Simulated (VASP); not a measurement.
A run of VASP 6.6.1:

The input INCAR:

```
PREC     = Accurate       # precision mode
ENCUT    = 520            # plane-wave cutoff, eV
EDIFF    = 1E-6           # SCF threshold, eV
ISMEAR   = 0              # smearing method
SIGMA    = 0.1            # smearing width, eV
LREAL    = F              # projectors in reciprocal space
LASPH    = T              # aspherical terms in the spheres
NELM     = 60             # most SCF steps
ALGO     = Fast           # electronic algorithm
ISIF     = 2              # what is computed and relaxed
LWAVE    = F              # write WAVECAR
LCHARG   = T              # write CHGCAR
GGA      = PS             # functional
LELF     = T              # ELF
LVHAR    = T            
NBANDS   = 9              # bands
```

KPOINTS

```
regular mesh
0
Gamma
  15 15 8
```

Contents of POSCAR:

```
Mg
1.0
    3.1894367241      0.0000000000      0.0000000000
   -1.5947183620      2.7621332268      0.0000000000
    0.0000000000      0.0000000000      5.1081676401
Mg
2
Direct
    0.3333333333      0.6666666667      0.2500000000
    0.6666666667      0.3333333333      0.7500000000
```

Potentials or basis: VASP PAW PBE potentials, release 64 (Mg).

Run with:

```sh
$ cat potpaw_PBE.64/Mg/POTCAR > POTCAR
$ mpirun -np 1 vasp_std > vasp.out
```

Hardware: 1 thread of Intel Xeon 6975P-C, with other jobs on the host.

Question: How long does it take, and how much memory?

Answer: Run time: 22 s on 1 thread of Intel Xeon 6975P-C, on a shared host, peak memory 0.19 GiB. Counts: scf iterations 9, k points 135.
